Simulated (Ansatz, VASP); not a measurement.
**GeCN2: VASP beside Ansatz**

```xyz
4
Lattice="1.7695 1.0216 4.8554 -1.7695 1.0216 4.8554 0.0000 -2.0433 4.8554" Properties=species:S:1:pos:R:3 pbc="T T T"
Ge    0.0000    0.0000    0.0000
N     0.0000    0.0000    8.5053
N     0.0000    0.0000    6.0610
C     0.0000    0.0000    7.2832
```

Alike in both runs: task single point; functional LDA; k mesh 9 × 9 × 9; occupations fermi-dirac, width 0.05 eV; no spin polarisation.

```csv
,VASP,Ansatz
version,VASP 6.6.1,Ansatz 0.2.0
potentials or method,"VASP PAW LDA potentials, release 64 (Ge_d, N, C)",Ansatz PAW
plane-wave cutoff (eV),520,420
valence electrons in the cell,28,28
```

|  | VASP | Ansatz | Ansatz less VASP |
| --- | --- | --- | --- |
| gap on the k mesh at the Fermi level (eV) | 0.86 | 0.88 | +0.020 |
| least direct gap on the mesh (eV) | 1.58 | 1.62 | +0.041 |
| pressure (GPa) | -1.0 | -1.3 | -0.36 |
| traceless stress, the component that is largest in VASP (GPa) | 5.41 | 4.49 | -0.914 |
| rms of the force components (eV/Å) | 0.424 | 0.358 | -0.0661 |

LDA's correlation is that of Perdew and Zunger in VASP and of Perdew and Wang (1992) in Ansatz. Atom by atom the forces differ by 0.066 eV/Å (rms over components).

Noted on VASP's run: the standard files for N, O and F lose accuracy on very short bonds. Noted on Ansatz's run: odd divisions of the mesh miss points on the zone boundary, where band edges often lie, so the gap on the mesh can be too wide.
